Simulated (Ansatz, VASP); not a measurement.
**TePb3Se2 in VASP and in Ansatz**

```
Te Pb Se
1.0
     4.47785    0.00000    0.00000
    -2.23893    3.87793    0.00000
     0.00000    0.00000   10.97135
Te Pb Se
1 3 2
Direct
  0.00000 0.00000 0.50000
  0.33333 0.66667 0.68082
  0.66667 0.33333 0.31918
  0.00000 0.00000 0.00000
  0.33333 0.66667 0.16027
  0.66667 0.33333 0.83973
```

Alike in both runs: task single point; functional PBE; k mesh 6 × 6 × 2; occupations gaussian, width 0.1 eV; no spin polarisation.

|  | VASP | Ansatz |
| --- | --- | --- |
| version | VASP 6.6.1 | Ansatz 0.2.0 |
| potentials or method | VASP PAW PBE potentials, release 64 (Te, Pb_d, Se), cutoff 520 eV | scalar-relativistic, plane waves, PAW |
| valence electrons in the cell | 60 | 90 |

|  | VASP | Ansatz | Ansatz less VASP |
| --- | --- | --- | --- |
| gap on the k mesh at the Fermi level (eV) | 0.57 | 0.57 | -0.004 |
| least direct gap on the mesh (eV) | 0.58 | 0.57 | -0.005 |
| pressure (GPa) | 0.0 | 0.0 | +0.03 |
| rms of the force components (eV/Å) | 0.006 | 0.006 | -0.0002 |

Atom by atom the forces differ by 0.000 eV/Å (rms over components). VASP's potentials hold 60 valence electrons a cell and Ansatz's 90, so a difference there can come from the potentials and not from the codes.

Spin-orbit coupling is off throughout.
